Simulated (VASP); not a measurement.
A run of VASP 6.6.1:

Contents of INCAR:

```
PREC     = Accurate       # precision mode
ENCUT    = 520            # plane-wave cutoff, eV
EDIFF    = 1E-6           # SCF threshold, eV
ISMEAR   = -1             # smearing method
SIGMA    = 0.02           # smearing width, eV
LREAL    = F              # projectors in reciprocal space
LASPH    = T              # aspherical terms in the spheres
NELM     = 60             # most SCF steps
ALGO     = Normal         # electronic algorithm
ISIF     = 2              # what is computed and relaxed
LWAVE    = F              # write WAVECAR
LCHARG   = T              # write CHGCAR
GGA      = PE             # functional
LELF     = T              # ELF
LVHAR    = T            
NBANDS   = 11             # bands
```

Contents of KPOINTS:

```
Automatic mesh
0
Gamma
  6 6 6
```

File POSCAR:

```
MgS
1.0
    3.3064371065      0.0000000000      0.0000000000
    0.0000000000      3.3064371065      0.0000000000
    0.0000000000      0.0000000000      3.3064371065
Mg S
1 1
Direct
    0.0000000000      0.0000000000      0.0000000000
    0.5000000000      0.5000000000      0.5000000000
```

Potentials or basis: VASP PAW PBE potentials, release 64 (Mg, S).

Run with:

```console
$ cat potpaw_PBE.64/Mg/POTCAR potpaw_PBE.64/S/POTCAR > POTCAR
$ mpirun -np 1 vasp_std > vasp.out
```

Hardware: 1 thread of Intel Xeon 6975P-C, on a shared host.

Task: How long does it take, and how much memory?

Result: It took 18 s on 1 thread of Intel Xeon 6975P-C, with other jobs on the host, peak memory 0.15 GiB. Counts: scf iterations 14, k points 20.
